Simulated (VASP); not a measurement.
Set up this calculation in VASP 6.6.1, as the native input.

- Task: single point
- Functional: PBE
- Potentials or basis: VASP PAW PBE potentials, release 64 (Cd, Hg, S)
- Cutoff: 520 eV
- k mesh: 4 × 4 × 4
- Occupations: gaussian, width 0.1 eV
- Spin: no spin polarisation
- Dipole correction: no
- Further INCAR settings: ALGO = Normal; EDIFF = 1e-06; NBANDS = 46

The structure of CdHg3S4 lies in POSCAR:

```
CdHg3S4
1.0
   -2.9217758800      2.9217758800      5.8435517500
    2.9217758800     -2.9217758800      5.8435517500
    2.9217758800      2.9217758800     -5.8435517500
Cd Hg S
1 3 4
Direct
    0.0000000000      0.0000000000      0.0000000000
    0.5000000000      0.5000000000      0.0000000000
    0.2500000000      0.7500000000      0.5000000000
    0.7500000000      0.2500000000      0.5000000000
    0.6250000000      0.6250000000      0.5000000000
    0.1250000000      0.1250000000      0.5000000000
    0.8750000000      0.3750000000      0.0000000000
    0.3750000000      0.8750000000      0.0000000000
```

The input as run:

INCAR

```
ALGO     = Normal         # electronic algorithm
EDIFF    = 1E-6           # SCF threshold, eV
ENCUT    = 520            # plane-wave cutoff, eV
GGA      = PE             # functional
ISIF     = 2              # what is computed and relaxed
ISMEAR   = 0              # smearing method
LASPH    = T              # aspherical terms in the spheres
LCHARG   = T              # write CHGCAR
LELF     = T              # ELF
LREAL    = F              # projectors in reciprocal space
LVHAR    = T            
LWAVE    = F              # write WAVECAR
NBANDS   = 46             # bands
NELM     = 80             # most SCF steps
PREC     = Accurate       # precision mode
SIGMA    = 0.1            # smearing width, eV
```

KPOINTS

```
k-points
0
Gamma
  4 4 4
```

Potentials or basis: VASP PAW PBE potentials, release 64 (Cd, Hg, S).

Run with:

```console
$ cat potpaw_PBE.64/Cd/POTCAR potpaw_PBE.64/Hg/POTCAR potpaw_PBE.64/S/POTCAR > POTCAR
$ mpirun -np 1 vasp_std > vasp.out
```

It gave:

```yaml
Pressure: 4.4 GPa
Largest_force: 0.164 eV/Å
Band_gap_on_the_k_mesh: zero (filled and empty bands touch)
```

Caveat: the k points lie up to 0.38 Å⁻¹ apart; spin-orbit coupling is left out, which moves the levels of the heavy elements.

It took 4.6 min on 1 thread of Intel(R) Xeon(R) Platinum 8259CL CPU @ 2.50GHz (Skylake/Cascade Lake) (shared host), peak memory 0.44 GiB.
